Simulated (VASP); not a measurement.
# Ga (Fm-3m) in VASP: a series of runs

Runs on Ga. Level: PBE. Tasks: single point.

All numbers are computed with VASP 6.6.1; they aren't measurements. Logs are shortened: lines on timing, memory, paths and dates and some standing lists are left out, and cuts for length are marked.

## (1) The cell of the first run

It takes space group Fm-3m (No. 225, cubic). The conventional cell has a = 4.280 Å, b = 4.280 Å, c = 4.280 Å, α = 90.00°, β = 90.00°, γ = 90.00°. Within 4.0 Å of Ga (site symmetry m-3m) lie 12 Ga at 3.03 Å.

## (2) Single point, PBE

Input file INCAR:

```
SYSTEM = Ga
ALGO = Fast ; EDIFF = 1E-6
ENCUT = 520 ; GGA = PE
ISIF = 2 ; ISMEAR = 0
LASPH = .TRUE. ; LCHARG = .FALSE.
LREAL = .FALSE. ; LWAVE = .FALSE.
NBANDS = 12 ; NELM = 100
PREC = Accurate ; SIGMA = 0.05
```

Input file KPOINTS:

```
k-points
0
G
  8 8 8
  0 0 0
```

Input file POSCAR:

```
Ga
1.0
    0.0000000000      2.1397920650      2.1397920650
    2.1397920650      0.0000000000      2.1397920650
    2.1397920650      2.1397920650      0.0000000000
Ga
1
Direct
    0.0000000000      0.0000000000      0.0000000000
```

Potentials or basis: VASP PAW PBE potentials, release 64 (Ga_d).

Command:

```bash
$ cat potpaw_PBE.64/Ga_d/POTCAR > POTCAR
$ mpirun -np 1 vasp_std > vasp.out
```

OUTCAR:

```text
SYSTEM = Ga
   EDIFF = 1E-6
   ENCUT = 520
   GGA = PE
   ISIF = 2
   ISMEAR = 0
   LASPH = .TRUE.
   LREAL = .FALSE.
   NELM = 100
   PREC = Accurate

 ion  position               nearest neighbor table
   1  0.000  0.000  0.000-

  LATTYP: Found a face centered cubic cell.
 ALAT       =     4.2795841300

  Lattice vectors:

 A1 = (   0.0000000000,   2.1397920650,   2.1397920650)
 A2 = (   2.1397920650,   0.0000000000,   2.1397920650)
 A3 = (   2.1397920650,   2.1397920650,   0.0000000000)

Analysis of symmetry for initial positions (statically):
=====================================================================
 Subroutine PRICEL returns:
 Original cell was already a primitive cell.

 Routine SETGRP: Setting up the symmetry group for a
 face centered cubic supercell.

 Subroutine GETGRP returns: Found 48 space group operations
 (whereof 48 operations were pure point group operations)
 out of a pool of 48 trial point group operations.

The static configuration has the point symmetry O_h .

Analysis of symmetry for dynamics (positions and initial velocities):
=====================================================================
 Subroutine PRICEL returns:
 Original cell was already a primitive cell.

 Routine SETGRP: Setting up the symmetry group for a
 face centered cubic supercell.

 Subroutine GETGRP returns: Found 48 space group operations
 (whereof 48 operations were pure point group operations)
 out of a pool of 48 trial point group operations.

The dynamic configuration has the point symmetry O_h .

 Subroutine INISYM returns: Found 48 space group operations
 (whereof 48 operations are pure point group operations),
 and found     1 'primitive' translations

----------------------------------------------------------------------------------------

                                     Primitive cell

  volume of cell :      19.5950

  direct lattice vectors                    reciprocal lattice vectors
     0.000000000  2.139792065  2.139792065    -0.233667564  0.233667564  0.233667564
     2.139792065  0.000000000  2.139792065     0.233667564 -0.233667564  0.233667564
     2.139792065  2.139792065  0.000000000     0.233667564  0.233667564 -0.233667564

  length of vectors
     3.026122959  3.026122959  3.026122959     0.404724093  0.404724093  0.404724093

  position of ions in fractional coordinates (direct lattice)
     0.000000000  0.000000000  0.000000000

  ion indices of the primitive-cell ions
   primitive index   ion index
                 1           1

----------------------------------------------------------------------------------------

 KPOINTS: k-points

Automatic generation of k-mesh.
 Grid dimensions read from file:
 generate k-points for:    8    8    8

 Generating k-lattice:

  Cartesian coordinates                     Fractional coordinates (reciprocal lattice)
    -0.029208446  0.029208446  0.029208446     0.125000000  0.000000000  0.000000000
     0.029208446 -0.029208446  0.029208446     0.000000000  0.125000000  0.000000000
     0.029208446  0.029208446 -0.029208446     0.000000000  0.000000000  0.125000000

  Length of vectors
     0.050590512  0.050590512  0.050590512

  Shift w.r.t. Gamma in fractional coordinates (k-lattice)
     0.000000000  0.000000000  0.000000000

 Subroutine IBZKPT returns following result:
 ===========================================

 Found     29 irreducible k-points:

 Following reciprocal coordinates:
            Coordinates               Weight
  0.000000  0.000000  0.000000      1.000000
  0.125000  0.000000  0.000000      8.000000
  0.250000  0.000000  0.000000      8.000000
  0.375000  0.000000  0.000000      8.000000
  0.500000  0.000000  0.000000      4.000000
  0.125000  0.125000  0.000000      6.000000
[... 16 lines left out ...]
  0.500000  0.250000  0.125000     48.000000
 -0.375000  0.250000  0.125000     24.000000
 [... further k-points ...]
   k-points           NKPTS =     29   k-points in BZ     NKDIM =     29   number of bands    NBANDS=     12
   number of dos      NEDOS =    301   number of ions     NIONS =      1
   total plane-waves  NPLWV =  13824
   dimension x,y,z NGX =    24 NGY =   24 NGZ =   24
   dimension x,y,z NGXF=    48 NGYF=   48 NGZF=   48
   ions per type =               1
   NGX,Y,Z   is equivalent  to a cutoff of  13.18, 13.18, 13.18 a.u.
   NGXF,Y,Z  is equivalent  to a cutoff of  26.37, 26.37, 26.37 a.u.
 SYSTEM =  Ga
   PREC   = accura    normal or accurate (medium, high low for compatibility)
   ISTART =      0    job   : 0-new  1-cont  2-samecut
   ICHARG =      2    charge: 1-file 2-atom 10-const
   ISPIN  =      1    spin polarized calculation?
   LNONCOLLINEAR =      F non collinear calculations
   LSORBIT =      F    spin-orbit coupling
   LASPH  =      T    aspherical Exc in radial PAW
   ENCUT  =  520.0 eV  38.22 Ry    6.18 a.u.   5.63  5.63  5.63*2*pi/ulx,y,z
   NELM   =    100;   NELMIN=  2; NELMDL= -5     # of ELM steps
   EDIFF  = 0.1E-05   stopping-criterion for ELM
   LREAL  =      F    real-space projection
   EDIFFG = 0.1E-04   stopping-criterion for IOM
   NSW    =      0    number of steps for IOM
   IBRION =     -1    ionic relax: 0-MD 1-quasi-New 2-CG
   NFREE  =      0    steps in history (QN), initial steepest desc. (CG)
   ISIF   =      2    stress and relaxation
   ISYM   =      2    0-nonsym 1-usesym 2-fastsym
   POTIM  = 0.5000    time-step for ionic-motion
   TEBEG  =    0.0;   TEEND  =   0.0 temperature during run
   PSTRESS=    0.0 pullay stress
   NELECT =      13.0000    total number of electrons
   NUPDOWN=      -1.0000    fix difference up-down
   EMIN   =  10.00;   EMAX   =-10.00  energy-range for DOS
   EFERMI =   0.00;   METHOD = LEGACY
   ISMEAR =     0;   SIGMA  =   0.05  broadening in eV -4-tet -1-fermi 0-gaus
   EFERMI_NEDOS =   21; number of points for ismear=-14 and -15
   IALGO  =     68    algorithm
   IMIX   =      4    mixing-type and parameters
     AMIX     =   0.40;   BMIX     =  1.00
     AMIX_MAG =   1.60;   BMIX_MAG =  1.00
  volume/ion in A,a.u.               =      19.59       132.23
  Fermi-wavevector in a.u.,A,eV,Ry     =   1.427823  2.698194 27.737906  2.038679
  Thomas-Fermi vector in A             =   2.547951
   LORBIT       =      0    0 simple, 1 ext, 2 COOP (PROOUT), +10 PAW based schemes
   GGA     = PE    functional components
   LHFCALC =     F    Hartree Fock is set to
   AEXX    =    0.0000 exact exchange contribution
   IVDW    =     0    specifies the selected vdW correction
   LEPSILON=     F    determine dielectric tensor
   LRPA    =     F    only Hartree local field effects (RPA)
 non-spin polarized calculation
 RMM-DIIS sequential band-by-band and
 Gauss-broadening in eV      SIGMA  =   0.05
  energy-cutoff  :      520.00
  volume of cell :       19.59
 maximum number of plane-waves:       544
 NGX is ok and might be reduce to    24
   NGX = 11   NGY = 11   NGZ = 11

 number of electron      13.0000004 magnetization

 Free energy of the ion-electron system (eV)
  ---------------------------------------------------
  ext. energy  EPLUGINS =         0.00000000
  ---------------------------------------------------
  free energy    TOTEN  =        -2.85993525 eV

  energy without entropy =       -2.85960298  energy(sigma->0) =       -2.85976912

 E-fermi :   5.3965     XC(G=0): -10.8322

 val. band max:        5.0973098727   @ k =   0.5000   0.3750   0.0000
 cond. band min:       5.4684681404   @ k =   0.5000   0.2500   0.1250
 fundamental gap:      0.3711582677
 Fermi energy:         5.3964550341

 k-point     1 :       0.0000    0.0000    0.0000
  band No.  band energies     occupation
      1      -9.6565      2.00000
      2      -9.6565      2.00000
      3      -9.6565      2.00000
      4      -9.5475      2.00000
      5      -9.5475      2.00000
      6      -5.5469      2.00000
      7      17.0172      0.00000
      8      17.0172      0.00000
      9      17.0172      0.00000
     10      20.8387      0.00000
     11      20.9574      0.00000
     12      20.9574      0.00000

 k-point     2 :       0.1250    0.0000    0.0000
  band No.  band energies     occupation
      1      -9.6615      2.00000
      2      -9.6416      2.00000
      3      -9.6416      2.00000
      4      -9.5483      2.00000
      5      -9.5483      2.00000
      6      -5.1557      2.00000
      7      13.5069      0.00000
      8      16.3722      0.00000
      9      16.3723      0.00000
     10      19.4566      0.00000
     11      22.0590      0.00000
     12      22.0590      0.00000

 k-point     3 :       0.2500    0.0000    0.0000
  band No.  band energies     occupation
      1      -9.6807      2.00000
      2      -9.6305      2.00000
      3      -9.6305      2.00000
      4      -9.5249      2.00000
      5      -9.5249      2.00000
      6      -3.9705      2.00000
      7       8.7127      0.00000
      8      15.4681      0.00000
      9      15.4682      0.00000
     10      19.0495      0.00000
     11      21.5750      0.00000
     12      21.5751      0.00000
[... 286 lines left out ...]
 k-point    23 :       0.5000    0.2500    0.1250
  band No.  band energies     occupation
      1      -9.6860      2.00000
      2      -9.6541      2.00000
      3      -9.5840      2.00000
      4      -9.5268      2.00000
      5      -9.4729      2.00000
      6      -0.9557      2.00000
      7       5.4685      0.04167
      8       9.3758      0.00000
      9      11.8300      0.00000
     10      18.0831      0.00000
     11      20.7204      0.00000
     12      22.8507      0.00000

 k-point    24 :      -0.3750    0.2500    0.1250
  band No.  band energies     occupation
      1      -9.6725      2.00000
      2      -9.6717      2.00000
      3      -9.5718      2.00000
      4      -9.5360      2.00000
      5      -9.4588      2.00000
      6       1.2288      2.00000
      7       2.5474      2.00000
      8       9.5100      0.00000
      9      10.9467      0.00000
     10      18.0291      0.00000
     11      20.3770      0.00000
     12      26.1641      0.00000

 [... further k-points ...]

------------------------ aborting loop because EDIFF is reached ----------------------------------------

  FORCE on cell =-STRESS in cart. coord.  units (eV):
  Direction    XX          YY          ZZ          XY          YZ          ZX
  --------------------------------------------------------------------------------------
  -------------------------------------------------------------------------------------
  Total       -0.1508918     -0.1508918     -0.1508918      0.0000000      0.0000000      0.0000000
  in kB      -12.3376220    -12.3376220    -12.3376220      0.0000000      0.0000000      0.0000000
  external PRESSURE =     -12.3376220 kB  Pullay stress =       0.0000000 kB

 VOLUME and BASIS-vectors are now :
 -----------------------------------------------------------------------------
  energy-cutoff  :      520.00
  volume of cell :       19.59
      direct lattice vectors                 reciprocal lattice vectors
     0.000000000  2.139792065  2.139792065    -0.233667564  0.233667564  0.233667564
     2.139792065  0.000000000  2.139792065     0.233667564 -0.233667564  0.233667564
     2.139792065  2.139792065  0.000000000     0.233667564  0.233667564 -0.233667564

 POSITION                                       TOTAL-FORCE (eV/Angst)
 -----------------------------------------------------------------------------------
      0.00000      0.00000      0.00000        -0.000000     -0.000000     -0.000000
 -----------------------------------------------------------------------------------
    total drift:                               -0.000000      0.000000     -0.000000

  FREE ENERGIE OF THE ION-ELECTRON SYSTEM (eV)
  ---------------------------------------------------
  free  energy   TOTEN  =        -2.8599352540 eV

  energy  without entropy=       -2.8596029813  energy(sigma->0) =       -2.85976912
```

It took 3.9 s on 1 thread of Intel Xeon Platinum 8488C (Sapphire Rapids), shared host; peak memory 0.13 GiB.

What came out:

```
Free energy : -2.8599 eV
Pressure    : -1.2 GPa
```

Levels at points of the mesh, in eV from the Fermi level:
```
           k point  band 4  band 5  band 6  band 7  band 8  band 9
(0.00, 0.00, 0.00)  -14.94  -14.94  -10.94   11.62   11.62   11.62
(0.50, 0.00, 0.00)  -14.85  -14.85   -5.11   -3.97    9.35    9.35
(0.50, 0.50, 0.00)  -14.83  -14.83   -2.60   -2.60    4.63    4.63
```

## (3) Single point, PBE

This run uses another cell than the first one, of 19.42 Å³/atom, 0.991 times its volume.

Input file INCAR:

```
SYSTEM = Ga
ALGO = Normal
EDIFF = 1E-7
ENCUT = 520
GGA = PE
ISIF = 2
ISMEAR = 0
LASPH = .True.
LCHARG = .False.
LREAL = .False.
LWAVE = .False.
NBANDS = 12
NELM = 80
PREC = Accurate
SIGMA = 0.05
```

Input file KPOINTS:

```
k-points
0
Gamma
  8 8 8
  0 0 0
```

Input file POSCAR:

```
Ga
1.0
    0.0000000000      2.1332476335      2.1332476335
    2.1332476335      0.0000000000      2.1332476335
    2.1332476335      2.1332476335      0.0000000000
Ga
1
Direct
    0.0000000000      0.0000000000      0.0000000000
```

Potentials or basis: VASP PAW PBE potentials, release 64 (Ga_d).

Command:

```bash
$ cat potpaw_PBE.64/Ga_d/POTCAR > POTCAR
$ mpirun -np 1 vasp_std > vasp.out
```

OUTCAR:

```text
SYSTEM = Ga
   EDIFF = 1E-7
   ENCUT = 520
   GGA = PE
   ISIF = 2
   ISMEAR = 0
   LASPH = .True.
   LREAL = .False.
   NELM = 80
   PREC = Accurate

 ion  position               nearest neighbor table
   1  0.000  0.000  0.000-

  LATTYP: Found a face centered cubic cell.
 ALAT       =     4.2664952670

  Lattice vectors:

 A1 = (   0.0000000000,   2.1332476335,   2.1332476335)
 A2 = (   2.1332476335,   0.0000000000,   2.1332476335)
 A3 = (   2.1332476335,   2.1332476335,   0.0000000000)

Analysis of symmetry for initial positions (statically):
=====================================================================
 Subroutine PRICEL returns:
 Original cell was already a primitive cell.

 Routine SETGRP: Setting up the symmetry group for a
 face centered cubic supercell.

 Subroutine GETGRP returns: Found 48 space group operations
 (whereof 48 operations were pure point group operations)
 out of a pool of 48 trial point group operations.

The static configuration has the point symmetry O_h .

[... 167 lines left out ...]
  band No.  band energies     occupation
      1      -9.5801      2.00000
      2      -9.5801      2.00000
      3      -9.5801      2.00000
      4      -9.4684      2.00000
      5      -9.4684      2.00000
      6      -5.5322      2.00000
      7      17.1997      0.00000
      8      17.1997      0.00000
      9      17.1997      0.00000
     10      20.9718      0.00000
     11      21.1202      0.00000
     12      21.1202      0.00000
[... 331 lines left out ...]
 k-point    24 :      -0.3750    0.2500    0.1250
  band No.  band energies     occupation
      1      -9.5968      2.00000
      2      -9.5965      2.00000
      3      -9.4936      2.00000
      4      -9.4572      2.00000
      5      -9.3777      2.00000
      6       1.3104      2.00000
      7       2.5965      2.00000
      8       9.6309      0.00000
      9      11.0578      0.00000
     10      18.1827      0.00000
     11      20.5467      0.00000
     12      26.3747      0.00000

 [... further k-points ...]

------------------------ aborting loop because EDIFF is reached ----------------------------------------

  FORCE on cell =-STRESS in cart. coord.  units (eV):
  Direction    XX          YY          ZZ          XY          YZ          ZX
  --------------------------------------------------------------------------------------
  -------------------------------------------------------------------------------------
  Total       -0.1069601     -0.1069601     -0.1069601      0.0000000      0.0000000     -0.0000000
  in kB       -8.8262990     -8.8262990     -8.8262990      0.0000000      0.0000000     -0.0000000
  external PRESSURE =      -8.8262990 kB  Pullay stress =       0.0000000 kB

 VOLUME and BASIS-vectors are now :
 -----------------------------------------------------------------------------
  energy-cutoff  :      520.00
  volume of cell :       19.42
      direct lattice vectors                 reciprocal lattice vectors
     0.000000000  2.133247633  2.133247633    -0.234384416  0.234384416  0.234384416
     2.133247633  0.000000000  2.133247633     0.234384416 -0.234384416  0.234384416
     2.133247633  2.133247633  0.000000000     0.234384416  0.234384416 -0.234384416

 POSITION                                       TOTAL-FORCE (eV/Angst)
 -----------------------------------------------------------------------------------
      0.00000      0.00000      0.00000         0.000000     -0.000000     -0.000000
 -----------------------------------------------------------------------------------
    total drift:                               -0.000000      0.000000     -0.000000

  FREE ENERGIE OF THE ION-ELECTRON SYSTEM (eV)
  ---------------------------------------------------
  free  energy   TOTEN  =        -2.8611581558 eV

  energy  without entropy=       -2.8608258863  energy(sigma->0) =       -2.86099202
```

OSZICAR:

```text
N       E                     dE             d eps       ncg     rms          rms(c)
DAV:   1     0.460355407163E+02    0.46036E+02   -0.66571E+03   740   0.182E+03
DAV:   2    -0.329778699806E+00   -0.46365E+02   -0.44699E+02   732   0.268E+02
DAV:   3    -0.286225251386E+01   -0.25325E+01   -0.25286E+01   768   0.482E+01
DAV:   4    -0.288621990091E+01   -0.23967E-01   -0.23965E-01   864   0.521E+00
DAV:   5    -0.288650271362E+01   -0.28281E-03   -0.28281E-03   784   0.536E-01    0.793E-01
DAV:   6    -0.286634502958E+01    0.20158E-01   -0.31559E-02   852   0.351E+00    0.409E-01
DAV:   7    -0.286165490338E+01    0.46901E-02   -0.63901E-03  1004   0.130E+00    0.113E-01
DAV:   8    -0.286115331459E+01    0.50159E-03   -0.61724E-04   856   0.444E-01    0.875E-03
DAV:   9    -0.286115788441E+01   -0.45698E-05   -0.65361E-06   980   0.361E-02    0.306E-03
DAV:  10    -0.286115830841E+01   -0.42400E-06   -0.23715E-07   792   0.725E-03    0.357E-04
DAV:  11    -0.286115819147E+01    0.11694E-06   -0.63340E-09   552   0.128E-03    0.971E-05
DAV:  12    -0.286115815580E+01    0.35663E-07   -0.10767E-09   448   0.421E-04
   1 F= -.28611582E+01 E0= -.28609920E+01  d E =-.332269E-03
```

It took 3.7 s on 1 thread of Intel Xeon Platinum 8488C (Sapphire Rapids), shared host; peak memory 0.13 GiB.

Results:

* Free energy: -2.8612 eV
* Pressure: -0.9 GPa

## (4) Single point, PBE

This run uses another cell than the first one, of 19.03 Å³/atom, 0.971 times its volume.

Input file INCAR:

```
SYSTEM = Ga
PREC     = Accurate       ! precision mode
ENCUT    = 520            ! plane-wave cutoff, eV
EDIFF    = 1E-6           ! SCF threshold, eV
ISMEAR   = 0              ! smearing method
SIGMA    = 0.05           ! smearing width, eV
LREAL    = .False.        ! projectors in reciprocal space
LASPH    = .True.         ! aspherical terms in the spheres
NELM     = 80             ! most SCF steps
ALGO     = Normal         ! electronic algorithm
ISIF     = 2              ! what is computed and relaxed
LWAVE    = .False.        ! write WAVECAR
LCHARG   = .False.        ! write CHGCAR
GGA      = PE             ! functional
NBANDS   = 12             ! bands
```

Input file KPOINTS:

```
regular mesh
0
Gamma
  8 8 8
  0 0 0
```

Input file POSCAR:

```
Ga
1.0
    0.0000000000      2.1190890629      2.1190890629
    2.1190890629      0.0000000000      2.1190890629
    2.1190890629      2.1190890629      0.0000000000
Ga
1
Direct
    0.0000000000      0.0000000000      0.0000000000
```

Command:

```bash
$ cat potpaw_PBE.64/Ga_d/POTCAR > POTCAR
$ mpirun -np 1 vasp_std > vasp.out
```

Wall time 3.2 s (1 thread of Intel Xeon Platinum 8488C (Sapphire Rapids), shared host); peak memory 0.13 GiB.

Results (log left out):

| Item | Value |
| --- | --- |
| Free energy | -2.8621 eV |
| Pressure | 0.1 GPa |

Levels at points of the mesh, in eV from the Fermi level:
```csv
k point,band 2,band 3,band 4,band 5,band 6,band 7,band 8,band 9,band 10,band 11
"(0.00, 0.00, 0.00)",-15.09,-15.09,-14.97,-14.97,-11.17,11.93,11.93,11.93,15.59,15.81
"(0.50, 0.00, 0.00)",-15.08,-15.08,-14.87,-14.87,-5.14,-4.12,9.59,9.59,14.26,14.26
"(0.50, 0.50, 0.00)",-15.19,-14.87,-14.84,-14.84,-2.71,-2.55,4.71,4.71,8.17,8.25
```

## (5) Summary

```csv
cell,gap on the mesh (eV),pressure (GPa)
"a = 3.026 Å, angles 60.0°, 1 atom",none,-1.2
"a = 3.017 Å, angles 60.0°, 1 atom",none,-0.9
"a = 2.997 Å, angles 60.0°, 1 atom",none,0.1
```

Alike in all rows: task single point; level PBE; potentials or basis VASP PAW PBE potentials, release 64 (Ga_d); no spin polarisation; k mesh 8 × 8 × 8; cutoff (eV) 520; smearing gaussian 0.05 eV.

Total energies depend on the potentials used, so only differences within one code and one set of settings carry meaning.
